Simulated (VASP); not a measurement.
# HfN (I4/mmm) in VASP: single point with PBEsol

Aim: the single point of HfN with PBEsol.

All numbers are computed with VASP 6.6.1; they aren't measurements. Logs are shortened: lines on timing, memory, paths and dates and some standing lists are left out, and cuts for length are marked.

## (1) The cell of the first run

Symmetry: I4/mmm, No. 139, tetragonal system. Conventional cell: a = 3.183 Å, b = 3.183 Å, c = 4.299 Å, α = 90.00°, β = 90.00°, γ = 90.00°. Hf (site symmetry 4/mmm) has 6 N at 2.15 to 2.25 Å within 2.8 Å. N (site symmetry 4/mmm) has 6 Hf at 2.15 to 2.25 Å within 2.8 Å.

## (2) Single point, PBEsol (strain along c alone, the other axes held: -4.5 %)

The input, INCAR:

```
SYSTEM = HfN
ALGO = Normal
EDIFF = 1E-6
ENCUT = 520
GGA = PS
ISIF = 2
ISMEAR = 0
LASPH = .True.
LCHARG = .False.
LREAL = .False.
LWAVE = .False.
NBANDS = 23
NELM = 100
PREC = Accurate
SIGMA = 0.1
```

The input, KPOINTS:

```
k-points
0
Gamma
  16 16 12
  0 0 0
```

The input, POSCAR:

```
HfN
1.0
    2.2508679147      2.2508679147      0.0000000000
   -2.2508679147      2.2508679147      0.0000000000
    0.0000000000      0.0000000000      4.2991577171
Hf N
2 2
Direct
    0.0000000000      0.0000000000      0.0000000000
    0.5000000000      0.5000000000      0.5000000000
    0.5000000000      0.5000000000      0.0000000000
    0.0000000000      0.0000000000      0.5000000000
```

Potentials or basis: VASP PAW PBE potentials, release 64 (Hf_pv, N).

Command:

```bash
$ cat potpaw_PBE.64/Hf_pv/POTCAR potpaw_PBE.64/N/POTCAR > POTCAR
$ mpirun -np 1 vasp_std > vasp.out
```

OUTCAR:

```text
SYSTEM = HfN
   EDIFF = 1E-6
   ENCUT = 520
   GGA = PS
   ISIF = 2
   ISMEAR = 0
   LASPH = .True.
   LREAL = .False.
   NELM = 100
   PREC = Accurate

 ion  position               nearest neighbor table
   1  0.000  0.000  0.000-   4 2.15   4 2.15   3 2.25   3 2.25   3 2.25   3 2.25   2 3.11   2 3.11
                             2 3.11   2 3.11   2 3.11   2 3.11   2 3.11   2 3.11
   2  0.500  0.500  0.500-   3 2.15   3 2.15   4 2.25   4 2.25   4 2.25   4 2.25   1 3.11   1 3.11
                             1 3.11   1 3.11   1 3.11   1 3.11   1 3.11   1 3.11
   3  0.500  0.500  0.000-   2 2.15   2 2.15   1 2.25   1 2.25   1 2.25   1 2.25
   4  0.000  0.000  0.500-   1 2.15   1 2.15   2 2.25   2 2.25   2 2.25   2 2.25

  LATTYP: Found a simple tetragonal cell.
 ALAT       =     3.1832079321
 C/A-ratio  =     1.3505739521

  Lattice vectors:

 A1 = (   2.2508679147,   2.2508679147,   0.0000000000)
 A2 = (  -2.2508679147,   2.2508679147,   0.0000000000)
 A3 = (   0.0000000000,   0.0000000000,   4.2991577171)

Analysis of symmetry for initial positions (statically):
=====================================================================
 Subroutine PRICEL returns following result:

  LATTYP: Found a body centered tetragonal cell.
 ALAT       =     3.1832079321
 C/A-ratio  =     1.3505739521

  Lattice vectors:

 A1 = (   0.0000000000,  -2.2508679147,  -2.1495788585)
 A2 = (   0.0000000000,   2.2508679147,  -2.1495788585)
 A3 = (   2.2508679147,   0.0000000000,   2.1495788585)

   2 primitive cells build up your supercell.

 Routine SETGRP: Setting up the symmetry group for a
 simple tetragonal supercell.

 Subroutine GETGRP returns: Found 16 space group operations
 (whereof 16 operations were pure point group operations)
 out of a pool of 16 trial point group operations.

The static configuration has the point symmetry D_4h.

Analysis of symmetry for dynamics (positions and initial velocities):
=====================================================================
 Subroutine PRICEL returns following result:

  LATTYP: Found a body centered tetragonal cell.
 ALAT       =     3.1832079321
 C/A-ratio  =     1.3505739521

  Lattice vectors:

 A1 = (   0.0000000000,  -2.2508679147,  -2.1495788585)
 A2 = (   0.0000000000,   2.2508679147,  -2.1495788585)
 A3 = (   2.2508679147,   0.0000000000,   2.1495788585)

   2 primitive cells build up your supercell.

 Routine SETGRP: Setting up the symmetry group for a
 simple tetragonal supercell.

 Subroutine GETGRP returns: Found 16 space group operations
 (whereof 16 operations were pure point group operations)
 out of a pool of 16 trial point group operations.

The dynamic configuration has the point symmetry D_4h.

 Subroutine INISYM returns: Found 16 space group operations
 (whereof 16 operations are pure point group operations),
 and found     2 'primitive' translations

----------------------------------------------------------------------------------------

                                     Primitive cell

  volume of cell :      21.7813

  direct lattice vectors                    reciprocal lattice vectors
     0.000000000 -2.250867915 -2.149578859     0.222136535 -0.222136535 -0.232603702
     0.000000000  2.250867915 -2.149578859     0.222136535  0.222136535 -0.232603702
     2.250867915  0.000000000  2.149578859     0.444273071  0.000000000  0.000000000

  length of vectors
     3.112409941  3.112409941  3.112409941     0.390888428  0.390888428  0.444273071

  position of ions in fractional coordinates (direct lattice)
     0.000000000  0.000000000  0.000000000
     0.500000000  0.500000000  0.000000000

  ion indices of the primitive-cell ions
   primitive index   ion index
                 1           1
                 2           4

----------------------------------------------------------------------------------------

 KPOINTS: k-points

Automatic generation of k-mesh.
 Grid dimensions read from file:
 generate k-points for:   16   16   12

 Generating k-lattice:

  Cartesian coordinates                     Fractional coordinates (reciprocal lattice)
     0.013883533  0.013883533  0.000000000     0.062500000  0.000000000  0.000000000
    -0.013883533  0.013883533  0.000000000     0.000000000  0.062500000  0.000000000
     0.000000000  0.000000000  0.019383642     0.000000000  0.000000000  0.083333333

  Length of vectors
     0.019634281  0.019634281  0.019383642

  Shift w.r.t. Gamma in fractional coordinates (k-lattice)
     0.000000000  0.000000000  0.000000000

 Subroutine IBZKPT returns following result:
 ===========================================

 Found    315 irreducible k-points:

 Following reciprocal coordinates:
            Coordinates               Weight
  0.000000  0.000000  0.000000      1.000000
  0.062500  0.000000  0.000000      4.000000
  0.125000  0.000000  0.000000      4.000000
  0.187500  0.000000  0.000000      4.000000
  0.250000  0.000000  0.000000      4.000000
  0.312500  0.000000  0.000000      4.000000
[... 16 lines left out ...]
  0.437500  0.125000  0.000000      8.000000
  0.500000  0.125000  0.000000      4.000000
 [... further k-points ...]
   k-points           NKPTS =    315   k-points in BZ     NKDIM =    315   number of bands    NBANDS=     23
   number of dos      NEDOS =    301   number of ions     NIONS =      4
   total plane-waves  NPLWV =  18432
   dimension x,y,z NGX =    24 NGY =   24 NGZ =   32
   dimension x,y,z NGXF=    48 NGYF=   48 NGZF=   64
   ions per type =               2   2
   NGX,Y,Z   is equivalent  to a cutoff of  12.53, 12.53, 12.37 a.u.
   NGXF,Y,Z  is equivalent  to a cutoff of  25.07, 25.07, 24.75 a.u.
 SYSTEM =  HfN
   PREC   = accura    normal or accurate (medium, high low for compatibility)
   ISTART =      0    job   : 0-new  1-cont  2-samecut
   ICHARG =      2    charge: 1-file 2-atom 10-const
   ISPIN  =      1    spin polarized calculation?
   LNONCOLLINEAR =      F non collinear calculations
   LSORBIT =      F    spin-orbit coupling
   LASPH  =      T    aspherical Exc in radial PAW
   ENCUT  =  520.0 eV  38.22 Ry    6.18 a.u.   5.92  5.92  7.99*2*pi/ulx,y,z
   NELM   =    100;   NELMIN=  2; NELMDL= -5     # of ELM steps
   EDIFF  = 0.1E-05   stopping-criterion for ELM
   LREAL  =      F    real-space projection
   EDIFFG = 0.1E-04   stopping-criterion for IOM
   NSW    =      0    number of steps for IOM
   IBRION =     -1    ionic relax: 0-MD 1-quasi-New 2-CG
   NFREE  =      0    steps in history (QN), initial steepest desc. (CG)
   ISIF   =      2    stress and relaxation
   ISYM   =      2    0-nonsym 1-usesym 2-fastsym
   POTIM  = 0.5000    time-step for ionic-motion
   TEBEG  =    0.0;   TEEND  =   0.0 temperature during run
   PSTRESS=    0.0 pullay stress
   NELECT =      30.0000    total number of electrons
   NUPDOWN=      -1.0000    fix difference up-down
   EMIN   =  10.00;   EMAX   =-10.00  energy-range for DOS
   EFERMI =   0.00;   METHOD = LEGACY
   ISMEAR =     0;   SIGMA  =   0.10  broadening in eV -4-tet -1-fermi 0-gaus
   EFERMI_NEDOS =   21; number of points for ismear=-14 and -15
   IALGO  =     38    algorithm
   IMIX   =      4    mixing-type and parameters
     AMIX     =   0.40;   BMIX     =  1.00
     AMIX_MAG =   1.60;   BMIX_MAG =  1.00
  volume/ion in A,a.u.               =      10.89        73.49
  Fermi-wavevector in a.u.,A,eV,Ry     =   1.445698  2.731972 28.436740  2.090041
  Thomas-Fermi vector in A             =   2.563850
   LORBIT       =      0    0 simple, 1 ext, 2 COOP (PROOUT), +10 PAW based schemes
   GGA     = PS    functional components
   LHFCALC =     F    Hartree Fock is set to
   AEXX    =    0.0000 exact exchange contribution
   IVDW    =     0    specifies the selected vdW correction
   LEPSILON=     F    determine dielectric tensor
   LRPA    =     F    only Hartree local field effects (RPA)
 non-spin polarized calculation
 Gauss-broadening in eV      SIGMA  =   0.10
  energy-cutoff  :      520.00
  volume of cell :       43.56
 maximum number of plane-waves:      1204
 NGX is ok and might be reduce to    24
   NGX = 11   NGY = 11   NGZ = 15

 number of electron      29.9999991 magnetization

 Free energy of the ion-electron system (eV)
  ---------------------------------------------------
  ext. energy  EPLUGINS =         0.00000000
  ---------------------------------------------------
  free energy    TOTEN  =       -45.79699749 eV

  energy without entropy =      -45.79153109  energy(sigma->0) =      -45.79426429

 E-fermi :   8.7208     XC(G=0): -13.1897

 val. band max:        8.7172760903   @ k =   0.1875   0.0000   0.0833
 cond. band min:       8.7307296436   @ k =   0.0625   0.0000   0.0833
 fundamental gap:      0.0134535533
 Fermi energy:         8.7207504358

 k-point     1 :       0.0000    0.0000    0.0000
  band No.  band energies     occupation
      1     -23.0884      2.00000
      2     -22.5585      2.00000
      3     -22.5585      2.00000
      4     -22.1239      2.00000
      5     -22.1239      2.00000
      6     -22.0970      2.00000
[... 15 lines left out ...]
     22      13.1481      0.00000
     23      14.7021      0.00000

 k-point     2 :       0.0625    0.0000    0.0000
  band No.  band energies     occupation
      1     -23.0776      2.00000
      2     -22.5768      2.00000
      3     -22.5517      2.00000
      4     -22.1526      2.00000
      5     -22.1253      2.00000
      6     -22.1049      2.00000
[... 15 lines left out ...]
     22      13.3520      0.00000
     23      14.5715      0.00000

 k-point     3 :       0.1250    0.0000    0.0000
  band No.  band energies     occupation
      1     -23.0458      2.00000
      2     -22.6280      2.00000
      3     -22.5321      2.00000
      4     -22.2340      2.00000
      5     -22.1297      2.00000
      6     -22.1288      2.00000
[... 15 lines left out ...]
     22      13.9175      0.00000
     23      13.9577      0.00000
[... 495 lines left out ...]
 k-point    23 :       0.4375    0.1250    0.0000
  band No.  band energies     occupation
      1     -22.9413      2.00000
      2     -22.8761      2.00000
      3     -22.6397      2.00000
      4     -22.4593      2.00000
      5     -22.3615      2.00000
      6     -22.2772      2.00000
[... 15 lines left out ...]
     22      14.8227      0.00000
     23      14.9617      0.00000

 k-point    24 :       0.5000    0.1250    0.0000
  band No.  band energies     occupation
      1     -22.9288      2.00000
      2     -22.9288      2.00000
      3     -22.5480      2.00000
      4     -22.5480      2.00000
      5     -22.3164      2.00000
      6     -22.3164      2.00000
[... 15 lines left out ...]
     22      14.3707      0.00000
     23      16.1322      0.00000

 [... further k-points ...]

------------------------ aborting loop because EDIFF is reached ----------------------------------------

  FORCE on cell =-STRESS in cart. coord.  units (eV):
  Direction    XX          YY          ZZ          XY          YZ          ZX
  --------------------------------------------------------------------------------------
  -------------------------------------------------------------------------------------
  Total        0.8196553      0.8196553      9.6358753      0.0000000      0.0000000     -0.0000000
  in kB       30.1459126     30.1459126    354.3956320      0.0000000      0.0000000     -0.0000000
  external PRESSURE =     138.2291524 kB  Pullay stress =       0.0000000 kB

 VOLUME and BASIS-vectors are now :
 -----------------------------------------------------------------------------
  energy-cutoff  :      520.00
  volume of cell :       43.56
      direct lattice vectors                 reciprocal lattice vectors
     2.250867915  2.250867915  0.000000000     0.222136535  0.222136535  0.000000000
    -2.250867915  2.250867915  0.000000000    -0.222136535  0.222136535  0.000000000
     0.000000000  0.000000000  4.299157717     0.000000000  0.000000000  0.232603702

 POSITION                                       TOTAL-FORCE (eV/Angst)
 -----------------------------------------------------------------------------------
      0.00000      0.00000      0.00000         0.000000      0.000000     -0.000000
      0.00000      2.25087      2.14958        -0.000000      0.000000      0.000000
      0.00000      2.25087      0.00000         0.000000     -0.000000     -0.000000
      0.00000      0.00000      2.14958        -0.000000      0.000000     -0.000000
 -----------------------------------------------------------------------------------
    total drift:                                0.000000     -0.000000     -0.000000

  FREE ENERGIE OF THE ION-ELECTRON SYSTEM (eV)
  ---------------------------------------------------
  free  energy   TOTEN  =       -45.7969974889 eV

  energy  without entropy=      -45.7915310910  energy(sigma->0) =      -45.79426429
```

Wall time 4.4 min (1 thread of Intel Xeon 8259CL, shared host); peak memory 0.37 GiB.

Results:

| Property | Result |
| --- | --- |
| Free energy | -45.7970 eV |
| Pressure | 13.8 GPa |
| Band gap on the k mesh | zero (bands 15 and 16 overlap by 6.93 eV) |

Stress tensor (GPa, compression positive):
```
 3.01  0.00  0.00
 0.00  3.01  0.00
 0.00  0.00 35.44
```

Caveat: the cell differs from its parent crystal (strain along c alone, the other axes held: -4.5 %); the cell stands under pressure; the PAW data sets were made with another functional, which shifts forces and pressure a little; spin-orbit coupling is left out, which moves the levels of the heavy elements.
